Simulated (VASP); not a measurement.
# Si3N4 (P6_3/m) in VASP: settings compared

The runs below take Si3N4 through electric field gradients, with r2SCAN, PBE.

Everything below comes from runs of VASP 6.6.1. Logs are shortened: lines on timing, memory, paths and dates and some standing lists are left out, and cuts for length are marked.

### Step 1. The cell of the first run

The structure is hexagonal, space group P6_3/m (No. 176). The conventional cell has a = 7.604 Å, b = 7.604 Å, c = 2.906 Å, α = 90.00°, β = 90.00°, γ = 120.00°. Si (site symmetry m) has 4 N at 1.73 to 1.74 Å within 2.3 Å. N (site symmetry m) has 3 Si at 1.74 Å within 2.3 Å. N (site symmetry -6) has 3 Si at 1.73 Å within 2.3 Å.

### Step 2. Electric field gradients, r2SCAN

POSCAR

```
Si3N4
1.0
    7.6044000000      0.0000000000      0.0000000000
   -3.8022000000      6.5856035805      0.0000000000
    0.0000000000      0.0000000000      2.9063000000
Si N
6 8
Direct
    0.7679803944      0.1740944011      0.2500000000
    0.5938859933      0.7679803944      0.7500000000
    0.8259055989      0.5938859933      0.2500000000
    0.2320196056      0.8259055989      0.7500000000
    0.4061140067      0.2320196056      0.2500000000
    0.1740944011      0.4061140067      0.7500000000
    0.0299701689      0.3298826629      0.2500000000
    0.7000875060      0.0299701689      0.7500000000
    0.6701173371      0.7000875060      0.2500000000
    0.9700298311      0.6701173371      0.7500000000
    0.2999124940      0.9700298311      0.2500000000
    0.3298826629      0.2999124940      0.7500000000
    0.6666666667      0.3333333333      0.2500000000
    0.3333333333      0.6666666667      0.7500000000
```

INCAR.step1

```
SYSTEM = Si3N4
PREC = Accurate
ENCUT = 520
ISMEAR = -1
SIGMA = 0.02
LREAL = .FALSE.
LASPH = .TRUE.
NELM = 80
NBANDS = 45
GGA = PE
ALGO = Normal
EDIFF = 1E-4
LWAVE = .TRUE.
LCHARG = .FALSE.
```

INCAR.step2

```
SYSTEM = Si3N4
PREC = Accurate
ENCUT = 520
EDIFF = 1E-8
ISMEAR = -1
SIGMA = 0.02
LREAL = .FALSE.
LASPH = .TRUE.
NELM = 80
ALGO = Normal
ISIF = 2
LWAVE = .FALSE.
LCHARG = .FALSE.
METAGGA = R2SCAN
LMIXTAU = .TRUE.
LEFG = .TRUE.
NBANDS = 45
ISTART = 1
```

KPOINTS

```
Automatic mesh
0
G
  4 4 8
  0 0 0
```

Potentials or basis: VASP PAW PBE potentials, release 64 (Si, N).

On the command line:

```
$ cat potpaw_PBE.64/Si/POTCAR potpaw_PBE.64/N/POTCAR > POTCAR
$ cp INCAR.step1 INCAR
$ mpirun -np 1 vasp_std > vasp.out
$ cp INCAR.step2 INCAR
$ mpirun -np 1 vasp_std > vasp.out
```

OUTCAR:

```text
SYSTEM = Si3N4
   PREC = Accurate
   ENCUT = 520
   EDIFF = 1E-8
   ISMEAR = -1
   LREAL = .FALSE.
   LASPH = .TRUE.
   NELM = 80
   ISIF = 2
   METAGGA = R2SCAN
   ISTART = 1

 ion  position               nearest neighbor table
   1  0.768  0.174  0.250-  13 1.73   7 1.74   8 1.74   8 1.74   3 3.00   5 3.00   2 3.05   2 3.05
                             6 3.05   6 3.05
   2  0.594  0.768  0.750-  14 1.73   8 1.74   9 1.74   9 1.74   6 3.00   4 3.00   1 3.05   1 3.05
                             3 3.05   3 3.05
   3  0.826  0.594  0.250-  13 1.73   9 1.74  10 1.74  10 1.74   1 3.00   5 3.00   4 3.05   4 3.05
                             2 3.05   2 3.05
   4  0.232  0.826  0.750-  14 1.73  10 1.74  11 1.74  11 1.74   6 3.00   2 3.00   5 3.05   5 3.05
                             3 3.05   3 3.05
   5  0.406  0.232  0.250-  13 1.73  11 1.74  12 1.74  12 1.74   3 3.00   1 3.00   4 3.05   4 3.05
                             6 3.05   6 3.05
   6  0.174  0.406  0.750-  14 1.73  12 1.74   7 1.74   7 1.74   4 3.00   2 3.00   1 3.05   1 3.05
                             5 3.05   5 3.05
   7  0.030  0.330  0.250-   1 1.74   6 1.74   6 1.74
   8  0.700  0.030  0.750-   2 1.74   1 1.74   1 1.74
   9  0.670  0.700  0.250-   3 1.74   2 1.74   2 1.74
  10  0.970  0.670  0.750-   4 1.74   3 1.74   3 1.74
  11  0.300  0.970  0.250-   5 1.74   4 1.74   4 1.74
  12  0.330  0.300  0.750-   6 1.74   5 1.74   5 1.74
  13  0.667  0.333  0.250-   1 1.73   3 1.73   5 1.73
  14  0.333  0.667  0.750-   4 1.73   6 1.73   2 1.73

  LATTYP: Found a hexagonal cell.
 ALAT       =     7.6044000000
 C/A-ratio  =     0.3821866288

  Lattice vectors:

 A1 = (   7.6044000000,   0.0000000000,   0.0000000000)
 A2 = (  -3.8022000000,   6.5856035805,   0.0000000000)
 A3 = (   0.0000000000,   0.0000000000,   2.9063000000)

Analysis of symmetry for initial positions (statically):
=====================================================================
 Subroutine PRICEL returns:
 Original cell was already a primitive cell.

 Routine SETGRP: Setting up the symmetry group for a
 hexagonal supercell.

 Subroutine GETGRP returns: Found 12 space group operations
 (whereof  6 operations were pure point group operations)
 out of a pool of 24 trial point group operations.

The static configuration has the point symmetry S_6 .
 The point group associated with its full space group is C_6h.

Analysis of symmetry for dynamics (positions and initial velocities):
=====================================================================
 Subroutine PRICEL returns:
 Original cell was already a primitive cell.

 Routine SETGRP: Setting up the symmetry group for a
 hexagonal supercell.

 Subroutine GETGRP returns: Found 12 space group operations
 (whereof  6 operations were pure point group operations)
 out of a pool of 24 trial point group operations.

The dynamic configuration has the point symmetry S_6 .
 The point group associated with its full space group is C_6h.

 Subroutine INISYM returns: Found 12 space group operations
 (whereof  6 operations are pure point group operations),
 and found     1 'primitive' translations

----------------------------------------------------------------------------------------

                                     Primitive cell

  volume of cell :     145.5462

  direct lattice vectors                    reciprocal lattice vectors
     7.604400000  0.000000000  0.000000000     0.131502814  0.075923185  0.000000000
    -3.802200000  6.585603580  0.000000000     0.000000000  0.151846370  0.000000000
     0.000000000  0.000000000  2.906300000     0.000000000  0.000000000  0.344080102

  length of vectors
     7.604400000  7.604400000  2.906300000     0.151846370  0.151846370  0.344080102

  position of ions in fractional coordinates (direct lattice)
     0.767980394  0.174094401  0.250000000
     0.593885993  0.767980394  0.750000000
     0.825905599  0.593885993  0.250000000
     0.232019606  0.825905599  0.750000000
[... 128 lines left out ...]
 maximum number of plane-waves:      3965
 NGX is ok and might be reduce to    60
   NGX = 29   NGY = 29   NGZ = 11

 number of electron      63.9999992 magnetization

 Free energy of the ion-electron system (eV)
  ---------------------------------------------------
  ext. energy  EPLUGINS =         0.00000000
  ---------------------------------------------------
  free energy    TOTEN  =      -144.16363851 eV

  energy without entropy =     -144.16363851  energy(sigma->0) =     -144.16363851

 E-fermi :   6.9371     XC(G=0): -11.3736

 val. band max:        6.5161401078   @ k =   0.0000   0.0000   0.1250
 cond. band min:      11.5100039794   @ k =   0.0000   0.0000   0.0000
 fundamental gap:      4.9938638716
 Fermi energy:         6.9371343075

 k-point     1 :       0.0000    0.0000    0.0000
  band No.  band energies     occupation
      1     -12.5797      2.00000
      2     -11.1043      2.00000
      3     -11.1043      2.00000
      4     -10.4405      2.00000
      5     -10.3203      2.00000
      6     -10.3203      2.00000
[... 929 lines left out ...]
     43      14.9026      0.00000
     44      14.9026      0.00000
 [bands above 44 left out]

------------------------ aborting loop because EDIFF is reached ----------------------------------------

  FORCE on cell =-STRESS in cart. coord.  units (eV):
  Direction    XX          YY          ZZ          XY          YZ          ZX
  --------------------------------------------------------------------------------------
  -------------------------------------------------------------------------------------
  Total       -0.1992451     -0.1992451     -0.4400728      0.0000011      0.0000000      0.0000000
  in kB       -2.1932959     -2.1932959     -4.8443351      0.0000118      0.0000000      0.0000000
  external PRESSURE =      -3.0769757 kB  Pullay stress =       0.0000000 kB

 VOLUME and BASIS-vectors are now :
 -----------------------------------------------------------------------------
  energy-cutoff  :      520.00
  volume of cell :      145.55
      direct lattice vectors                 reciprocal lattice vectors
     7.604400000  0.000000000  0.000000000     0.131502814  0.075923185  0.000000000
    -3.802200000  6.585603580  0.000000000     0.000000000  0.151846370  0.000000000
     0.000000000  0.000000000  2.906300000     0.000000000  0.000000000  0.344080102

 POSITION                                       TOTAL-FORCE (eV/Angst)
 -----------------------------------------------------------------------------------
      5.17809      1.14652      0.72657         0.019389      0.036673     -0.000000
      1.59613      5.05761      2.17972        -0.022065      0.035128     -0.000000
      4.02244      3.91110      0.72657        -0.041454     -0.001545     -0.000000
     -1.37589      5.43909      2.17972        -0.019389     -0.036673     -0.000000
      2.20607      1.52799      0.72657         0.022065     -0.035128      0.000000
     -0.22024      2.67451      2.17972         0.041454      0.001545     -0.000000
     -1.02637      2.17248      0.72657         0.024638      0.014105     -0.000000
      5.20979      0.19737      2.17972         0.000104      0.028390     -0.000000
      2.43397      4.61050      0.72657        -0.024534      0.014285     -0.000000
      4.82857      4.41313      2.17972        -0.024638     -0.014105     -0.000000
     -1.40759      6.38823      0.72657        -0.000104     -0.028390      0.000000
      1.36823      1.97510      2.17972         0.024534     -0.014285      0.000000
      3.80220      2.19520      0.72657        -0.000000      0.000000      0.000000
     -0.00000      4.39040      2.17972        -0.000000      0.000000      0.000000
 -----------------------------------------------------------------------------------
    total drift:                               -0.000000      0.000000     -0.000000

  FREE ENERGIE OF THE ION-ELECTRON SYSTEM (eV)
  ---------------------------------------------------
  free  energy   TOTEN  =      -144.1636385087 eV

  energy  without entropy=     -144.1636385087  energy(sigma->0) =     -144.16363851

 Electric field gradients (V/A^2)
---------------------------------------------------------------------
 ion       V_xx      V_yy      V_zz      V_xy      V_xz      V_yz
---------------------------------------------------------------------
   1       0.204     3.819    -4.022     7.383    -0.000     0.000
   2      -3.479     7.502    -4.022    -5.257    -0.000     0.000
   3       9.309    -5.287    -4.022    -2.126     0.000    -0.000
   4       0.204     3.819    -4.022     7.383    -0.000    -0.000
   5      -3.479     7.502    -4.022    -5.257     0.000     0.000
   6       9.309    -5.287    -4.022    -2.126    -0.000     0.000
   7       1.790   -27.303    25.513    30.047    -0.000     0.000
   8     -46.050    20.538    25.512    -2.426    -0.000     0.000
   9       5.992   -31.505    25.512   -27.621     0.000    -0.000
  10       1.790   -27.303    25.513    30.047     0.000     0.000
  11     -46.050    20.538    25.512    -2.426     0.000    -0.000
  12       5.992   -31.505    25.512   -27.621     0.000    -0.000
  13      23.242    23.242   -46.484     0.001     0.000     0.000
  14      23.242    23.242   -46.484     0.001     0.000    -0.000
---------------------------------------------------------------------

 Electric field gradients after diagonalization (V/A^2)
 (convention: |V_zz| > |V_xx| > |V_yy|)
----------------------------------------------------------------------
 ion       V_xx      V_yy      V_zz     asymmetry (V_yy - V_xx)/ V_zz
----------------------------------------------------------------------
   1      -5.590    -4.022     9.613       0.163
   2      -5.590    -4.022     9.613       0.163
   3      -5.590    -4.022     9.613       0.163
   4      -5.590    -4.022     9.613       0.163
   5      -5.590    -4.022     9.613       0.163
   6      -5.590    -4.022     9.613       0.163
   7      25.513    20.626   -46.139       0.106
   8      25.512    20.626   -46.139       0.106
   9      25.512    20.626   -46.139       0.106
  10      25.513    20.626   -46.139       0.106
  11      25.512    20.626   -46.139       0.106
  12      25.512    20.626   -46.139       0.106
  13      23.242    23.241   -46.484       0.000
  14      23.242    23.241   -46.484       0.000
----------------------------------------------------------------------

           NMR quadrupolar parameters

 Cq : quadrupolar parameter    Cq=e*Q*V_zz/h
 eta: asymmetry parameters     (V_yy - V_xx)/ V_zz
 Q  : nuclear electric quadrupole moment in mb (millibarn)
----------------------------------------------------------------------
 ion       Cq(MHz)       eta       Q (mb)
----------------------------------------------------------------------
   1       0.023       0.163       1.000
   2       0.023       0.163       1.000
   3       0.023       0.163       1.000
   4       0.023       0.163       1.000
   5       0.023       0.163       1.000
   6       0.023       0.163       1.000
   7      -0.112       0.106       1.000
   8      -0.112       0.106       1.000
   9      -0.112       0.106       1.000
  10      -0.112       0.106       1.000
  11      -0.112       0.106       1.000
  12      -0.112       0.106       1.000
  13      -0.112       0.000       1.000
  14      -0.112       0.000       1.000
----------------------------------------------------------------------
```

Run time: 18 min. Hardware: 1 thread of Intel Xeon 8259CL, shared host; peak memory 0.36 GiB.

Results:

* Free energy: -144.1636 eV
* Pressure: -0.3 GPa
* Largest force: 0.041 eV/Å
* Band gap on the k mesh: 4.99 eV (least direct gap 5.19 eV)
* Largest electric field gradient by atom: Si +9.6; N -46.1, -46.5 (each value once) V/Å²

Forces on the atoms (eV/Å):
```
Si   0.019  0.037  0.000
Si  -0.022  0.035  0.000
Si  -0.041 -0.002  0.000
Si  -0.019 -0.037  0.000
Si   0.022 -0.035  0.000
Si   0.041  0.002  0.000
N    0.025  0.014  0.000
N    0.000  0.028  0.000
N   -0.025  0.014  0.000
N   -0.025 -0.014  0.000
N    0.000 -0.028  0.000
N    0.025 -0.014  0.000
N    0.000  0.000  0.000
N    0.000  0.000  0.000
```

Electric field gradients, principal values (V/Å²):
| atom | least | middle | greatest (by size) |
| --- | --- | --- | --- |
| 1 Si | -4.022 | -5.590 | 9.613 |
| 2 Si | -4.022 | -5.590 | 9.613 |
| 3 Si | -4.022 | -5.590 | 9.613 |
| 4 Si | -4.022 | -5.590 | 9.613 |
| 5 Si | -4.022 | -5.590 | 9.613 |
| 6 Si | -4.022 | -5.590 | 9.613 |
| 7 N | 20.626 | 25.513 | -46.139 |
| 8 N | 20.626 | 25.512 | -46.139 |
| 9 N | 20.626 | 25.512 | -46.139 |
| 10 N | 20.626 | 25.513 | -46.139 |
| 11 N | 20.626 | 25.512 | -46.139 |
| 12 N | 20.626 | 25.512 | -46.139 |
| 13 N | 23.241 | 23.242 | -46.484 |
| 14 N | 23.241 | 23.242 | -46.484 |

Caveat: without QUAD_EFG the Cq values of the log hold for a quadrupole moment of 1 mb, not for the nuclei; the PAW data sets were made with another functional, which shifts forces and pressure a little.

### Step 3. Electric field gradients, PBE

INCAR

```
SYSTEM = Si3N4
PREC = Accurate
ENCUT = 520
EDIFF = 1E-8
ISMEAR = -1
SIGMA = 0.02
LREAL = .FALSE.
LASPH = .TRUE.
NELM = 80
ALGO = Normal
ISIF = 2
LWAVE = .FALSE.
LCHARG = .FALSE.
GGA = PE
LEFG = .TRUE.
NBANDS = 45
```

KPOINTS

```
Automatic mesh
0
G
  4 4 10
  0 0 0
```

POSCAR

```
Si3N4
1.0
    7.6044000000      0.0000000000      0.0000000000
   -3.8022000000      6.5856035805      0.0000000000
    0.0000000000      0.0000000000      2.9063000000
Si N
6 8
Direct
    0.7684770000      0.1745570000      0.2500000000
    0.5939200000      0.7684770000      0.7500000000
    0.8254430000      0.5939200000      0.2500000000
    0.2315230000      0.8254430000      0.7500000000
    0.4060800000      0.2315230000      0.2500000000
    0.1745570000      0.4060800000      0.7500000000
    0.0305000000      0.3302400000      0.2500000000
    0.7002600000      0.0305000000      0.7500000000
    0.6697600000      0.7002600000      0.2500000000
    0.9695000000      0.6697600000      0.7500000000
    0.2997400000      0.9695000000      0.2500000000
    0.3302400000      0.2997400000      0.7500000000
    0.6666666667      0.3333333333      0.2500000000
    0.3333333333      0.6666666667      0.7500000000
```

Potentials or basis: VASP PAW PBE potentials, release 64 (Si, N).

On the command line:

```
$ cat potpaw_PBE.64/Si/POTCAR potpaw_PBE.64/N/POTCAR > POTCAR
$ mpirun -np 1 vasp_std > vasp.out
```

OUTCAR:

```text
SYSTEM = Si3N4
   PREC = Accurate
   ENCUT = 520
   EDIFF = 1E-8
   ISMEAR = -1
   LREAL = .FALSE.
   LASPH = .TRUE.
   NELM = 80
   ISIF = 2
   GGA = PE

 ion  position               nearest neighbor table
   1  0.768  0.175  0.250-  13 1.73   8 1.74   8 1.74   7 1.74   3 3.00   5 3.00   2 3.05   2 3.05
                             6 3.05   6 3.05
   2  0.594  0.768  0.750-  14 1.73   9 1.74   9 1.74   8 1.74   6 3.00   4 3.00   1 3.05   1 3.05
                             3 3.05   3 3.05
   3  0.825  0.594  0.250-  13 1.73  10 1.74  10 1.74   9 1.74   1 3.00   5 3.00   4 3.05   4 3.05
                             2 3.05   2 3.05
   4  0.232  0.825  0.750-  14 1.73  11 1.74  11 1.74  10 1.74   6 3.00   2 3.00   5 3.05   5 3.05
                             3 3.05   3 3.05
   5  0.406  0.232  0.250-  13 1.73  12 1.74  12 1.74  11 1.74   3 3.00   1 3.00   4 3.05   4 3.05
                             6 3.05   6 3.05
   6  0.175  0.406  0.750-  14 1.73   7 1.74   7 1.74  12 1.74   4 3.00   2 3.00   1 3.05   1 3.05
                             5 3.05   5 3.05
[... 1428 lines left out ...]
   6      -5.698    -3.881     9.579       0.190
   7      25.465    21.200   -46.666       0.091
   8      25.465    21.200   -46.666       0.091
   9      25.465    21.200   -46.665       0.091
  10      25.465    21.200   -46.666       0.091
  11      25.465    21.200   -46.666       0.091
  12      25.465    21.200   -46.665       0.091
  13      23.134    23.133   -46.266       0.000
  14      23.134    23.133   -46.266       0.000
----------------------------------------------------------------------

           NMR quadrupolar parameters

 Cq : quadrupolar parameter    Cq=e*Q*V_zz/h
 eta: asymmetry parameters     (V_yy - V_xx)/ V_zz
 Q  : nuclear electric quadrupole moment in mb (millibarn)
----------------------------------------------------------------------
 ion       Cq(MHz)       eta       Q (mb)
----------------------------------------------------------------------
   1       0.023       0.190       1.000
   2       0.023       0.190       1.000
   3       0.023       0.190       1.000
   4       0.023       0.190       1.000
   5       0.023       0.190       1.000
   6       0.023       0.190       1.000
   7      -0.113       0.091       1.000
   8      -0.113       0.091       1.000
   9      -0.113       0.091       1.000
  10      -0.113       0.091       1.000
  11      -0.113       0.091       1.000
  12      -0.113       0.091       1.000
  13      -0.112       0.000       1.000
  14      -0.112       0.000       1.000
----------------------------------------------------------------------
```

Run time: 4.8 min. Hardware: 1 thread of Intel Xeon 8259CL, shared host; peak memory 0.33 GiB.

What came out:

```
Free energy                             : -114.4916 eV
Pressure                                : 5.3 GPa
Largest force                           : 0.049 eV/Å
Band gap on the k mesh                  : 4.32 eV (least direct gap 4.51 eV)
Largest electric field gradient by atom : Si +9.6; N -46.7, -46.3 (each value once) V/Å²
```

Forces in eV/Å, atoms in the order of the input:
```
Si  -0.023  0.007  0.000
Si  -0.018 -0.016  0.000
Si   0.005 -0.023  0.000
Si   0.023 -0.007  0.000
Si   0.018  0.016  0.000
Si  -0.005  0.023  0.000
N   -0.020 -0.045  0.000
N    0.029 -0.040  0.000
N    0.049  0.005  0.000
N    0.020  0.045  0.000
N   -0.029  0.040  0.000
N   -0.049 -0.005  0.000
N    0.000  0.000  0.000
N    0.000  0.000  0.000
```

Levels at points of the mesh, in eV from the valence-band top:
```
           k point  band 28  band 29  band 30  band 31  band 32  band 33  band 34  band 35  band 36  band 37
(0.00, 0.00, 0.00)    -1.29    -1.29    -0.45    -0.39    -0.19     4.32     4.76     4.90     4.90     5.23
(0.50, 0.00, 0.00)    -1.69    -1.35    -0.78    -0.32    -0.25     4.63     4.72     4.88     5.29     5.81
(0.00, 0.00, 0.50)    -1.63    -1.63    -1.63    -1.34    -1.34     4.72     4.72     4.72     4.72     7.31
(0.50, 0.00, 0.50)    -1.89    -1.50    -1.50    -1.05    -1.05     4.80     4.80     5.87     5.87     6.23
```

Electric field gradients, principal values (V/Å²):
```
atom   least  middle  greatest (by size)
1 Si  -3.881  -5.698               9.579
2 Si  -3.881  -5.698               9.579
3 Si  -3.881  -5.698               9.579
4 Si  -3.881  -5.698               9.579
5 Si  -3.881  -5.698               9.579
6 Si  -3.881  -5.698               9.579
 7 N  21.200  25.465             -46.666
 8 N  21.200  25.465             -46.666
 9 N  21.200  25.465             -46.665
10 N  21.200  25.465             -46.666
11 N  21.200  25.465             -46.666
12 N  21.200  25.465             -46.665
13 N  23.133  23.134             -46.266
14 N  23.133  23.134             -46.266
```

Caveat: the cell stands under pressure; without QUAD_EFG the Cq values of the log hold for a quadrupole moment of 1 mb, not for the nuclei. As with any semilocal functional, this PBE gap is likely too small.

(Part 1 of 2 ends here.)
